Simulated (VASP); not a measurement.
# EuRe3: single point with PBEsol

Crystal: EuRe3.

```xyz
4
Lattice="4.0910 0.0000 0.0000 0.0000 4.0910 0.0000 0.0000 0.0000 4.0910" Properties=species:S:1:pos:R:3 pbc="T T T"
Eu    0.0000    0.0000    0.0000
Re    0.0000    2.0455    2.0455
Re    2.0455    2.0455    0.0000
Re    2.0455    0.0000    2.0455
```

```
Program                : VASP 6.6.1
Task                   : single point
Functional             : PBEsol
Potentials or basis    : VASP PAW PBE potentials, release 64 (Eu, Re)
Cutoff                 : 520 eV
k mesh                 : 8 × 8 × 8
Occupations            : gaussian, width 0.05 eV
Spin                   : collinear spin, ferromagnetic start
Starting moments       : [6.77, 0.0, 0.0, 0.0] μB
Dipole correction      : no
Further INCAR settings : ALGO = Normal; EDIFF = 1e-07; NBANDS = 31
```

```
Pressure                                              : -11.0 GPa
Net moment                                            : 0.47 μB per cell
Site moments                                          : Eu -0.35; Re +0.27 μB
Valence electrons inside the program's atomic spheres : Eu 14.93; Re 5.85
```

Levels at points of the mesh, in eV from the Fermi level:
Spin up:
| k point | band 16 | band 17 | band 18 | band 19 | band 20 | band 21 | band 22 | band 23 | band 24 | band 25 |
| --- | --- | --- | --- | --- | --- | --- | --- | --- | --- | --- |
| (0.00, 0.00, 0.00) | -0.32 | -0.32 | 0.12 | 0.51 | 0.51 | 0.51 | 1.70 | 1.70 | 3.19 | 3.84 |
| (0.50, 0.00, 0.00) | -0.59 | -0.41 | -0.16 | -0.16 | 0.00 | 0.00 | 0.31 | 0.41 | 1.30 | 1.38 |
| (0.50, 0.50, 0.00) | -0.43 | -0.40 | -0.40 | -0.29 | -0.18 | -0.07 | 0.04 | 0.04 | 0.39 | 0.97 |
| (0.50, 0.50, 0.50) | -0.34 | -0.34 | -0.34 | -0.09 | -0.09 | 0.58 | 0.58 | 0.58 | 0.75 | 2.71 |
Spin down:
```tsv
k point	band 16	band 17	band 18	band 19	band 20	band 21	band 22	band 23
(0.00, 0.00, 0.00)	-0.49	-0.49	-0.23	0.32	0.32	0.32	1.89	1.89
(0.50, 0.00, 0.00)	-0.80	-0.80	-0.67	-0.26	-0.03	0.55	0.55	0.89
(0.50, 0.50, 0.00)	-0.95	-0.81	-0.81	-0.29	-0.05	0.06	0.37	0.37
(0.50, 0.50, 0.50)	-0.54	-0.54	-0.54	0.19	0.19	0.27	0.27	0.27
```

It took 13 min on 1 thread of Intel(R) Xeon(R) 6975P-C (Granite Rapids) (shared host), peak memory 0.29 GiB.

Caveat: the cell stands under tension; the PAW data sets were made with another functional, which shifts forces and pressure a little; spin-orbit coupling is left out, which moves the levels of the heavy elements; semilocal functionals describe open f shells poorly, which spoils levels, moments and volumes. The state reached can hang on the start; a lower one may exist.
